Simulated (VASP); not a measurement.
Write the native input for VASP 6.6.1 that does the following.

```yaml
Task: single point
Functional: PBE
Potentials_or_basis: VASP PAW PBE potentials, release 64 (Hf_pv, O)
Cutoff: 520 eV
k_mesh: 6 × 6 × 4
Occupations: gaussian, width 0.05 eV
Spin: no spin polarisation
Dipole_correction: no
Further_INCAR_settings: ALGO = Normal; EDIFF = 1e-06; NBANDS = 31
```

The structure of HfO2 lies in POSCAR:

```
HfO2
1.0
    3.6944124334      0.0000000000      0.0000000000
    0.0000000000      3.6944124334      0.0000000000
    0.0000000000      0.0000000000      5.1323679760
Hf O
2 4
Direct
    0.5000000000      0.5000000000      0.5000000000
    0.0000000000      0.0000000000      0.0000000000
    0.0000000000      0.5000000000      0.6932521152
    0.5000000000      0.0000000000      0.8067478848
    0.5000000000      0.0000000000      0.3067478848
    0.0000000000      0.5000000000      0.1932521152
```

This cell differs from its parent crystal: strain +0.025 along x and y, -0.025 along z.

The input as run:

INCAR

```
SYSTEM = HfO2
  PREC = Accurate
  ENCUT = 520
  EDIFF = 1E-6
  ISMEAR = 0
  SIGMA = 0.05
  LREAL = .False.
  LASPH = .True.
  NELM = 80
  ALGO = Normal
  ISIF = 2
  LWAVE = .False.
  LCHARG = .False.
  GGA = PE
  NBANDS = 31
```

KPOINTS

```
regular mesh
0
Gamma
  6 6 4
  0 0 0
```

Potentials or basis: VASP PAW PBE potentials, release 64 (Hf_pv, O).

The run is started by

```console
$ cat potpaw_PBE.64/Hf_pv/POTCAR potpaw_PBE.64/O/POTCAR > POTCAR
$ mpirun -np 1 vasp_std > vasp.out
```

It gave:

```yaml
Pressure: -9.4 GPa
Largest_force: 0.018 eV/Å
Band_gap_on_the_k_mesh: 4.02 eV (least direct gap 4.08 eV)
```

Caveat: the cell differs from its parent crystal (strain +0.025 along x and y, -0.025 along z); the cell stands under tension; spin-orbit coupling is left out, which moves the levels of the heavy elements.

Wall time 110 s on 1 thread of Intel Xeon 8259CL (shared host), peak memory 0.21 GiB.
